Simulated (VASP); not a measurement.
# LiNbO3 (R3c) in VASP: notebook

LiNbO3 is run at these levels: PBE; tasks: relaxation of shape and atoms at fixed volume.

Program: VASP 6.6.1. These are calculated values, not measurements. Logs are shortened: lines on timing, memory, paths and dates and some standing lists are left out, and cuts for length are marked.

**1. The cell of the first run**

It takes space group R3c (No. 161, trigonal). The conventional cell has a = 5.366 Å, b = 5.366 Å, c = 14.419 Å, α = 90.00°, β = 90.00°, γ = 120.00°. Within 2.9 Å of Li (site symmetry 3) lie 6 O at 2.23 to 2.29 Å. Within 2.5 Å of Nb (site symmetry 3) lie 6 O at 1.91 to 2.23 Å. Within 2.5 Å of O (site symmetry 1) lie 2 Nb at 1.91 to 2.23 Å and 2 Li at 2.23 to 2.29 Å.

**2. Relaxation of shape and atoms at fixed volume, PBE (11.98 Å³/atom)**

Contents of INCAR:

```
PREC = Accurate
ENCUT = 600
EDIFF = 1E-6
ISMEAR = 0
SIGMA = 0.02
LREAL = F
LASPH = T
NELM = 100
ALGO = Normal
ISIF = 4
LWAVE = F
LCHARG = F
GGA = PE
IBRION = 2
NSW = 50
EDIFFG = -0.01
```

Contents of KPOINTS:

```
Automatic mesh
0
Gamma
  6 6 6
```

Contents of POSCAR:

```
LiNbO3
1.0
    2.6829237524      1.5489867507      4.8064309947
   -2.6829237524      1.5489867507      4.8064309947
    0.0000000000     -3.0979735014      4.8064309947
Li Nb O
2 2 6
Direct
    0.2841131359      0.2841131359      0.2841131359
    0.7841131359      0.7841131359      0.7841131359
    0.0009298787      0.0009298787      0.0009298787
    0.5009298787      0.5009298787      0.5009298787
    0.1204237349      0.3439354336      0.7224128167
    0.7224128167      0.1204237349      0.3439354336
    0.3439354336      0.7224128167      0.1204237349
    0.2224128167      0.8439354336      0.6204237349
    0.8439354336      0.6204237349      0.2224128167
    0.6204237349      0.2224128167      0.8439354336
```

Potentials or basis: VASP PAW PBE potentials, release 64 (Li_sv, Nb_sv, O).

Command:

```bash
> cat potpaw_PBE.64/Li_sv/POTCAR potpaw_PBE.64/Nb_sv/POTCAR potpaw_PBE.64/O/POTCAR > POTCAR
> mpirun -np 1 vasp_std > vasp.out
```

OUTCAR:

```text
PREC = Accurate
   ENCUT = 600
   EDIFF = 1E-6
   ISMEAR = 0
   LREAL = F
   LASPH = T
   NELM = 100
   ISIF = 4
   GGA = PE
   IBRION = 2
   NSW = 50
   EDIFFG = -0.01

 ion  position               nearest neighbor table
   1  0.284  0.284  0.284-   9 2.23  10 2.23   8 2.23
   2  0.784  0.784  0.784-   5 2.23   6 2.23   7 2.23
   3  0.001  0.001  0.001-   7 1.91   6 1.91   5 1.91  10 2.23   8 2.23   9 2.23
   4  0.501  0.501  0.501-   8 1.91  10 1.91   9 1.91   6 2.23   7 2.23   5 2.23
   5  0.120  0.344  0.722-   3 1.91   4 2.23   2 2.23
   6  0.722  0.120  0.344-   3 1.91   4 2.23   2 2.23
   7  0.344  0.722  0.120-   3 1.91   4 2.23   2 2.23
   8  0.222  0.844  0.620-   4 1.91   3 2.23   1 2.23
   9  0.844  0.620  0.222-   4 1.91   3 2.23   1 2.23
  10  0.620  0.222  0.844-   4 1.91   3 2.23   1 2.23

  LATTYP: Found a trigonal (rhomboedric) cell.
 ALAT       =     5.7183230690
 COS(alpha) =     0.5597399484

  Lattice vectors:

 A1 = (   2.6829237524,   1.5489867507,   4.8064309947)
 A2 = (  -2.6829237524,   1.5489867507,   4.8064309947)
 A3 = (   0.0000000000,  -3.0979735014,   4.8064309947)

Analysis of symmetry for initial positions (statically):
=====================================================================
 Subroutine PRICEL returns:
 Original cell was already a primitive cell.

 Routine SETGRP: Setting up the symmetry group for a
 trigonal (rhombohedral) supercell.

 Subroutine GETGRP returns: Found  6 space group operations
 (whereof  3 operations were pure point group operations)
 out of a pool of 12 trial point group operations.

The static configuration has the point symmetry C_3 .
 The point group associated with its full space group is C_3v.

Analysis of symmetry for dynamics (positions and initial velocities):
=====================================================================
 Subroutine PRICEL returns:
 Original cell was already a primitive cell.

 Routine SETGRP: Setting up the symmetry group for a
 trigonal (rhombohedral) supercell.

 Subroutine GETGRP returns: Found  6 space group operations
 (whereof  3 operations were pure point group operations)
 out of a pool of 12 trial point group operations.

The dynamic configuration has the point symmetry C_3 .
 The point group associated with its full space group is C_3v.

 Subroutine INISYM returns: Found  6 space group operations
 (whereof  3 operations are pure point group operations),
 and found     1 'primitive' translations

----------------------------------------------------------------------------------------

                                     Primitive cell

  volume of cell :     119.8478

  direct lattice vectors                    reciprocal lattice vectors
     2.682923752  1.548986751  4.806430995     0.186363850  0.107597219  0.069351528
    -2.682923752  1.548986751  4.806430995    -0.186363850  0.107597219  0.069351528
     0.000000000 -3.097973501  4.806430995     0.000000000 -0.215194438  0.069351528

  length of vectors
     5.718323069  5.718323069  5.718323069     0.226093522  0.226093522  0.226093522

  position of ions in fractional coordinates (direct lattice)
     0.284113136  0.284113136  0.284113136
     0.784113136  0.784113136  0.784113136
     0.000929879  0.000929879  0.000929879
     0.500929879  0.500929879  0.500929879
     0.120423735  0.343935434  0.722412817
     0.722412817  0.120423735  0.343935434
     0.343935434  0.722412817  0.120423735
     0.222412817  0.843935434  0.620423735
     0.843935434  0.620423735  0.222412817
     0.620423735  0.222412817  0.843935434

  ion indices of the primitive-cell ions
   primitive index   ion index
                 1           1
                 2           2
                 3           3
                 4           4
                 5           5
                 6           6
                 7           7
                 8           8
                 9           9
                10          10

----------------------------------------------------------------------------------------

 KPOINTS: Automatic mesh

Automatic generation of k-mesh.
 Grid dimensions read from file:
 generate k-points for:    6    6    6

 Generating k-lattice:

  Cartesian coordinates                     Fractional coordinates (reciprocal lattice)
     0.031060642  0.017932870  0.011558588     0.166666667  0.000000000  0.000000000
    -0.031060642  0.017932870  0.011558588     0.000000000  0.166666667  0.000000000
     0.000000000 -0.035865740  0.011558588     0.000000000  0.000000000  0.166666667

  Length of vectors
     0.037682254  0.037682254  0.037682254

  Shift w.r.t. Gamma in fractional coordinates (k-lattice)
     0.000000000  0.000000000  0.000000000

 Subroutine IBZKPT returns following result:
 ===========================================

 Found     32 irreducible k-points:

 Following reciprocal coordinates:
            Coordinates               Weight
  0.000000  0.000000  0.000000      1.000000
  0.166667  0.000000 -0.000000      6.000000
  0.333333 -0.000000 -0.000000      6.000000
  0.500000 -0.000000  0.000000      3.000000
  0.166667  0.166667 -0.000000      6.000000
  0.333333  0.166667  0.000000     12.000000
[... 16 lines left out ...]
  0.500000  0.500000  0.166667      6.000000
 -0.333333  0.500000  0.166667     12.000000
 [... further k-points ...]
   k-points           NKPTS =     32   k-points in BZ     NKDIM =     32   number of bands    NBANDS=     40
   number of dos      NEDOS =    301   number of ions     NIONS =     10
   total plane-waves  NPLWV = 110592
   dimension x,y,z NGX =    48 NGY =   48 NGZ =   48
   dimension x,y,z NGXF=    96 NGYF=   96 NGZF=   96
   ions per type =               2   2   6
   NGX,Y,Z   is equivalent  to a cutoff of  13.95, 13.95, 13.95 a.u.
   NGXF,Y,Z  is equivalent  to a cutoff of  27.91, 27.91, 27.91 a.u.
 SYSTEM =  unknown system
   PREC   = accura    normal or accurate (medium, high low for compatibility)
   ISTART =      0    job   : 0-new  1-cont  2-samecut
   ICHARG =      2    charge: 1-file 2-atom 10-const
   ISPIN  =      1    spin polarized calculation?
   LNONCOLLINEAR =      F non collinear calculations
   LSORBIT =      F    spin-orbit coupling
   LASPH  =      T    aspherical Exc in radial PAW
   ENCUT  =  600.0 eV  44.10 Ry    6.64 a.u.  11.42 11.42 11.42*2*pi/ulx,y,z
   NELM   =    100;   NELMIN=  2; NELMDL= -5     # of ELM steps
   EDIFF  = 0.1E-05   stopping-criterion for ELM
   LREAL  =      F    real-space projection
   EDIFFG = -.1E-01   stopping-criterion for IOM
   NSW    =     50    number of steps for IOM
   IBRION =      2    ionic relax: 0-MD 1-quasi-New 2-CG
   NFREE  =      1    steps in history (QN), initial steepest desc. (CG)
   ISIF   =      4    stress and relaxation
   ISYM   =      2    0-nonsym 1-usesym 2-fastsym
   POTIM  = 0.5000    time-step for ionic-motion
   TEBEG  =    0.0;   TEEND  =   0.0 temperature during run
   PSTRESS=    0.0 pullay stress
   NELECT =      68.0000    total number of electrons
   NUPDOWN=      -1.0000    fix difference up-down
   EMIN   =  10.00;   EMAX   =-10.00  energy-range for DOS
   EFERMI =   0.00;   METHOD = LEGACY
   ISMEAR =     0;   SIGMA  =   0.02  broadening in eV -4-tet -1-fermi 0-gaus
   EFERMI_NEDOS =   21; number of points for ismear=-14 and -15
   IALGO  =     38    algorithm
   IMIX   =      4    mixing-type and parameters
     AMIX     =   0.40;   BMIX     =  1.00
     AMIX_MAG =   1.60;   BMIX_MAG =  1.00
  volume/ion in A,a.u.               =      11.98        80.88
  Fermi-wavevector in a.u.,A,eV,Ry     =   1.355297  2.561140 24.991588  1.836830
  Thomas-Fermi vector in A             =   2.482396
   LORBIT       =      0    0 simple, 1 ext, 2 COOP (PROOUT), +10 PAW based schemes
   GGA     = PE    functional components
   LHFCALC =     F    Hartree Fock is set to
   AEXX    =    0.0000 exact exchange contribution
   IVDW    =     0    specifies the selected vdW correction
   LEPSILON=     F    determine dielectric tensor
   LRPA    =     F    only Hartree local field effects (RPA)
 conjugate gradient relaxation of ions
 non-spin polarized calculation
 Gauss-broadening in eV      SIGMA  =   0.02
  energy-cutoff  :      600.00
  volume of cell :      119.85
 maximum number of plane-waves:      4027
 NGX is ok and might be reduce to    48
   NGX = 23   NGY = 23   NGZ = 23

--------------------------------------- Ionic step        1  -------------------------------------------

 number of electron      68.0000006 magnetization

 Free energy of the ion-electron system (eV)
  ---------------------------------------------------
  ext. energy  EPLUGINS =         0.00000000
  ---------------------------------------------------
  free energy    TOTEN  =       -79.73257754 eV

  energy without entropy =      -79.73257754  energy(sigma->0) =      -79.73257754

------------------------ aborting loop because EDIFF is reached ----------------------------------------

  FORCE on cell =-STRESS in cart. coord.  units (eV):
  Direction    XX          YY          ZZ          XY          YZ          ZX
  --------------------------------------------------------------------------------------
  -------------------------------------------------------------------------------------
  Total       -8.5926001     -8.5926001     -7.8120490      0.0000000     -0.0000000      0.0000000
  in kB     -114.8696212   -114.8696212   -104.4348741      0.0000000     -0.0000000      0.0000000
  external PRESSURE =    -111.3913722 kB  Pullay stress =       0.0000000 kB
[... 113 lines left out ...]
  FREE ENERGIE OF THE ION-ELECTRON SYSTEM (eV)
  ---------------------------------------------------
  free  energy   TOTEN  =       -79.7709050648 eV

  energy  without entropy=      -79.7709050648  energy(sigma->0) =      -79.77090506

[... ionic steps 4 to 13 ...]

--------------------------------------- Ionic step       14  -------------------------------------------

 number of electron      68.0000001 magnetization

------------------------ aborting loop because EDIFF is reached ----------------------------------------
[... 83 lines left out ...]
--------------------------------------- Ionic step       16  -------------------------------------------

 number of electron      68.0000001 magnetization

 Free energy of the ion-electron system (eV)
  ---------------------------------------------------
  ext. energy  EPLUGINS =         0.00000000
  ---------------------------------------------------
  free energy    TOTEN  =       -79.79005229 eV

  energy without entropy =      -79.79005229  energy(sigma->0) =      -79.79005229

 E-fermi :   2.6978     XC(G=0): -10.1200

 val. band max:        2.5841747793   @ k =   0.0000   0.0000   0.0000
 cond. band min:       6.0540520995   @ k =   0.1667   0.1667  -0.0000
 fundamental gap:      3.4698773202
 Fermi energy:         2.6978359879

 k-point     1 :       0.0000    0.0000    0.0000
  band No.  band energies     occupation
      1     -51.7687      2.00000
      2     -51.7601      2.00000
      3     -40.6887      2.00000
      4     -40.6876      2.00000
      5     -28.0053      2.00000
      6     -28.0053      2.00000
[... 1021 lines left out ...]
     39       7.4915      0.00000
     40       7.6331      0.00000

 [... further k-points ...]
[... 5 lines left out ...]
  --------------------------------------------------------------------------------------
  -------------------------------------------------------------------------------------
  Total       -5.1755504     -5.1755504     -5.1629370      0.0000000      0.0000000      0.0000000
  in kB      -69.1890118    -69.1890118    -69.0203902      0.0000000      0.0000000      0.0000000
  external PRESSURE =     -69.1328046 kB  Pullay stress =       0.0000000 kB
[... 25 lines left out ...]
  FREE ENERGIE OF THE ION-ELECTRON SYSTEM (eV)
  ---------------------------------------------------
  free  energy   TOTEN  =       -79.7900522870 eV

  energy  without entropy=      -79.7900522870  energy(sigma->0) =      -79.79005229

 reached required accuracy - stopping structural energy minimisation
```

Run time: 21 min. Hardware: 1 thread of AMD EPYC 9R45 (Zen 5), shared host; peak memory 0.4 GiB.

What came out:

* Free energy: -79.7901 eV
* Energy gained by relaxing: 5.7 meV/atom
* Ionic steps: 16
* Pressure after relaxing: -6.9 GPa
* Largest force after relaxing: 0.003 eV/Å
* Band gap on the k mesh: 3.47 eV (least direct gap 3.52 eV)

Forces in eV/Å, atoms in the order of the input:
```
Li   0.000  0.000  0.001
Li   0.000  0.000  0.001
Nb   0.000  0.000  0.003
Nb   0.000  0.000  0.003
O   -0.002 -0.002 -0.001
O    0.003 -0.001 -0.001
O   -0.001  0.003 -0.001
O    0.001  0.003 -0.001
O    0.002 -0.002 -0.001
O   -0.003 -0.001 -0.001
```

The path:
```tsv
step	energy change (eV)	largest force (eV/Å)	pressure (GPa)	volume (Å³)
1	0.0000	0.4875	-11.14	119.85
2	-0.0366	0.1898	-7.68	119.85
3	-0.0383	0.0986	-8.31	119.85
4	-0.0415	0.0861	-8.24	119.85
5	-0.0484	0.0547	-7.99	119.85
6	-0.0517	0.1061	-7.47	119.85
7	-0.0522	0.0777	-7.61	119.85
8	-0.0538	0.0738	-6.93	119.85
9	-0.0539	0.0553	-7.06	119.85
10	-0.0548	0.0463	-7.34	119.85
11	-0.0548	0.0482	-7.28	119.85
12	-0.0562	0.0351	-7.16	119.85
13	-0.0574	0.0154	-6.92	119.85
14	-0.0574	0.0165	-6.88	119.85
15	-0.0575	0.0162	-6.93	119.85
16	-0.0575	0.0034	-6.91	119.85
```

Final structure:
```
Li Nb O
1.0
     2.68879    1.55238    4.78546
    -2.68879    1.55238    4.78546
     0.00000   -3.10475    4.78546
Li Nb O
2 2 6
Direct
  0.28872 0.28872 0.28872
  0.78872 0.78872 0.78872
  0.00043 0.00043 0.00043
  0.50043 0.50043 0.50043
  0.13076 0.33060 0.72130
  0.72130 0.13076 0.33060
  0.33060 0.72130 0.13076
  0.22130 0.83060 0.63076
  0.83060 0.63076 0.22130
  0.63076 0.22130 0.83060
```

Caveat: the cutoff is under 1.25 times the usual one of these potentials, so pressure, stress and relaxed cells hold a basis-set (Pulay) error. A k mesh can miss the band edges.

**3. Relaxation of shape and atoms at fixed volume, PBE (10.24 Å³/atom)**

This run uses another cell than the first one, of 10.24 Å³/atom.

Contents of INCAR:

```
SYSTEM = LiNbO3
PREC = Accurate
ENCUT = 600
EDIFF = 1E-6
ISMEAR = 0
SIGMA = 0.02
LREAL = .False.
LASPH = .True.
NELM = 60
ALGO = Normal
ISIF = 4
LWAVE = .False.
LCHARG = .False.
GGA = PE
IBRION = 2
NSW = 50
EDIFFG = -0.01
```

Contents of KPOINTS:

```
regular mesh
0
Gamma
  6 6 6
  0 0 0
```

Contents of POSCAR:

```
LiNbO3
1.0
    2.5400320921      1.4664882121      4.5824330995
   -2.5400320921      1.4664882121      4.5824330995
    0.0000000000     -2.9329764242      4.5824330995
Li Nb O
2 2 6
Direct
    0.2819144595      0.2819144595      0.2819144595
    0.7819144595      0.7819144595      0.7819144595
    0.0000724513      0.0000724513      0.0000724513
    0.5000724513      0.5000724513      0.5000724513
    0.1059578052      0.3644044444      0.7194658396
    0.7194658396      0.1059578052      0.3644044444
    0.3644044444      0.7194658396      0.1059578052
    0.2194658396      0.8644044444      0.6059578052
    0.8644044444      0.6059578052      0.2194658396
    0.6059578052      0.2194658396      0.8644044444
```

Potentials or basis: VASP PAW PBE potentials, release 64 (Li_sv, Nb_sv, O).

Command:

```bash
> cat potpaw_PBE.64/Li_sv/POTCAR potpaw_PBE.64/Nb_sv/POTCAR potpaw_PBE.64/O/POTCAR > POTCAR
> mpirun -np 1 vasp_std > vasp.out
```

Run time: 14 min. Hardware: 1 thread of Intel Xeon 6975P-C (Granite Rapids), shared host; peak memory 0.4 GiB.

The run converged. Its results:

```yaml
Free_energy: -79.9124 eV
Energy_gained_by_relaxing: 3.0 meV/atom
Ionic_steps: 10
Pressure_after_relaxing: 7.0 GPa
Largest_force_after_relaxing: 0.010 eV/Å
Band_gap_on_the_k_mesh: 3.60 eV (least direct gap 3.66 eV)
```

Forces in eV/Å, atoms in the order of the input:
```
Li   0.000  0.000  0.010
Li   0.000  0.000  0.010
Nb   0.000  0.000  0.004
Nb   0.000  0.000  0.004
O    0.001 -0.003 -0.005
O    0.002  0.003 -0.005
O   -0.003  0.000 -0.005
O    0.003  0.000 -0.005
O   -0.001 -0.003 -0.005
O   -0.002  0.003 -0.005
```

Step by step:
| step | energy change (eV) | largest force (eV/Å) | pressure (GPa) | volume (Å³) |
| --- | --- | --- | --- | --- |
| 1 | 0.0000 | 0.4225 | 10.08 | 102.42 |
| 2 | -0.0215 | 0.1783 | 7.12 | 102.42 |
| 3 | -0.0235 | 0.1112 | 7.76 | 102.42 |
| 4 | -0.0268 | 0.0699 | 7.50 | 102.42 |
| 5 | -0.0290 | 0.0186 | 7.06 | 102.42 |
| 6 | -0.0293 | 0.0191 | 7.12 | 102.42 |
| 7 | -0.0293 | 0.0193 | 7.15 | 102.42 |
| 8 | -0.0294 | 0.0154 | 7.04 | 102.42 |
| 9 | -0.0294 | 0.0164 | 7.04 | 102.42 |
| 10 | -0.0295 | 0.0098 | 7.03 | 102.42 |

Final structure:
```
Li Nb O
1.0
     2.53839    1.46554    4.58837
    -2.53839    1.46554    4.58837
     0.00000   -2.93108    4.58837
Li Nb O
2 2 6
Direct
  0.28244 0.28244 0.28244
  0.78244 0.78244 0.78244
  0.99961 0.99961 0.99961
  0.49961 0.49961 0.49961
  0.10186 0.37030 0.71760
  0.71760 0.10186 0.37030
  0.37030 0.71760 0.10186
  0.21760 0.87030 0.60186
  0.87030 0.60186 0.21760
  0.60186 0.21760 0.87030
```

Levels at points of the mesh, in eV from the valence-band top:
```tsv
k point	band 31	band 32	band 33	band 34	band 35	band 36	band 37	band 38
(0.00, 0.00, 0.00)	-0.58	-0.55	-0.02	-0.02	3.64	3.64	4.06	5.12
(0.50, 0.00, 0.00)	-0.28	-0.28	-0.16	-0.16	3.89	3.89	4.76	4.76
(0.50, 0.50, 0.00)	-0.68	-0.62	-0.43	-0.25	3.71	4.08	4.57	4.63
(0.50, 0.50, 0.50)	-0.29	-0.29	-0.29	-0.29	4.69	4.69	4.89	4.89
```

Caveat: the cutoff is under 1.25 times the usual one of these potentials, so pressure, stress and relaxed cells hold a basis-set (Pulay) error. A k mesh can miss the band edges.
